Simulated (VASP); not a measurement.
Input of a VASP 6.6.1 run:

INCAR

```
SYSTEM = Zr
PREC     = Accurate       ! precision mode
ENCUT    = 520            ! plane-wave cutoff, eV
EDIFF    = 1E-7           ! SCF threshold, eV
ISMEAR   = -1             ! smearing method
SIGMA    = 0.1            ! smearing width, eV
LREAL    = .FALSE.        ! projectors in reciprocal space
LASPH    = .TRUE.         ! aspherical terms in the spheres
NELM     = 60             ! most SCF steps
ALGO     = Normal         ! electronic algorithm
ISIF     = 2              ! what is computed and relaxed
LWAVE    = .FALSE.        ! write WAVECAR
LCHARG   = .TRUE.         ! write CHGCAR
GGA      = PS             ! functional
LELF     = .TRUE.         ! ELF
LVHAR    = .TRUE.       
NBANDS   = 32             ! bands
```

File KPOINTS:

```
regular mesh
0
G
  11 11 3
  0 0 0
```

Contents of POSCAR:

```
Zr
1.0
    3.1691276008      0.0000000000      0.0000000000
   -1.5845638004      2.7445450101      0.0000000000
    0.0000000000      0.0000000000     10.3275461747
Zr
4
Direct
    1.0000000000      0.0000000000      0.0000000000
    0.0000000000      0.0000000000      0.5000000000
    0.3333333333      0.6666666667      0.2500000000
    0.6666666667      0.3333333333      0.7500000000
```

Potentials or basis: VASP PAW PBE potentials, release 64 (Zr_sv).

Run with:

```bash
$ cat potpaw_PBE.64/Zr_sv/POTCAR > POTCAR
$ mpirun -np 1 vasp_std > vasp.out
```

Task: What does it give for the band gap on the k mesh?

Result: Zero (bands 24 and 25 overlap by 1.20 eV).

Task: What does it give for the pressure?

Result: 0.1 GPa.

Caveat: the PAW data sets were made with another functional, which shifts forces and pressure a little.
